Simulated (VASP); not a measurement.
A run of VASP 6.6.1 is set up as follows.

File INCAR:

```
SYSTEM = Lu
PREC = Accurate
ENCUT = 520
EDIFF = 1E-7
ISMEAR = -1
SIGMA = 0.05
LREAL = .FALSE.
LASPH = .TRUE.
NELM = 80
ALGO = Normal
ISIF = 2
LWAVE = .FALSE.
LCHARG = .FALSE.
GGA = PE
NBANDS = 44
```

Contents of KPOINTS:

```
Automatic mesh
0
G
  10 10 10
  0 0 0
```

POSCAR

```
Lu
1.0
    1.7407333994      1.0050128967      8.4851473122
   -1.7407333994      1.0050128967      8.4851473122
    0.0000000000     -2.0100257934      8.4851473122
Lu
3
Direct
    0.0000000000      0.0000000000      0.0000000000
    0.7783086100      0.7783086100      0.7783086100
    0.2216913900      0.2216913900      0.2216913900
```

Potentials or basis: VASP PAW PBE potentials, release 64 (Lu).

Launch:

```console
$ cat potpaw_PBE.64/Lu/POTCAR > POTCAR
$ mpirun -np 1 vasp_std > vasp.out
```

Estimate the band gap on the k mesh.

zero (an odd number of electrons rules out a gap without spin polarisation).

What does it give for the pressure?

-0.9 GPa.

What does it give for the largest force?

0.005 eV/Å.

Forces on the atoms (eV/Å):
```
Lu   0.000  0.000  0.000
Lu   0.000  0.000 -0.005
Lu   0.000  0.000  0.005
```

Caveat: spin-orbit coupling is left out, which moves the levels of the heavy elements.
